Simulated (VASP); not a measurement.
Here is a VASP 6.6.1 calculation.

INCAR

```
SYSTEM = Al3Cl
ALGO = Normal
DIPOL = 0.5 0.5 0.357
EDIFF = 1E-6
ENCUT = 400
GGA = PE
GGA_COMPAT = .False.
IDIPOL = 3
ISIF = 2
ISMEAR = 0
LASPH = .True.
LCHARG = .True.
LDIPOL = .True.
LELF = .True.
LREAL = .False.
LVACPOTAV = .True.
LVHAR = .True.
LWAVE = .False.
NBANDS = 16
NELM = 120
NELMDL = -8
PREC = Accurate
SIGMA = 0.1
```

KPOINTS

```
k-points
0
Gamma
  9 9 1
  0 0 0
```

Contents of POSCAR:

```
Al3Cl
1.0
    2.8567582918      0.0000000000      0.0000000000
    0.0000000000      2.8567582918      0.0000000000
    0.0000000000      0.0000000000     19.6746954375
Al Cl
3 1
Direct
    0.5000000000      0.5000000000      0.2033068320
    0.0000000000      0.0000000000      0.3092728611
    0.5000000000      0.5000000000      0.4154928580
    0.8333333333      1.0000000000      0.5009669551
```

Potentials or basis: VASP PAW PBE potentials, release 64 (Al, Cl).

Command:

```bash
$ cat potpaw_PBE.64/Al/POTCAR potpaw_PBE.64/Cl/POTCAR > POTCAR
$ mpirun -np 1 vasp_std > vasp.out
```

Predict the largest force.

0.370 eV/Å.

Predict the band gap on the k mesh.

zero (band 8 reaches 1.64 eV, above the bottom of band 9 at 0.10 eV).

Forces in eV/Å, atoms in the order of the input:
```
Al  -0.008  0.000 -0.045
Al   0.007  0.000  0.225
Al   0.330  0.000 -0.168
Cl  -0.330  0.000 -0.013
```
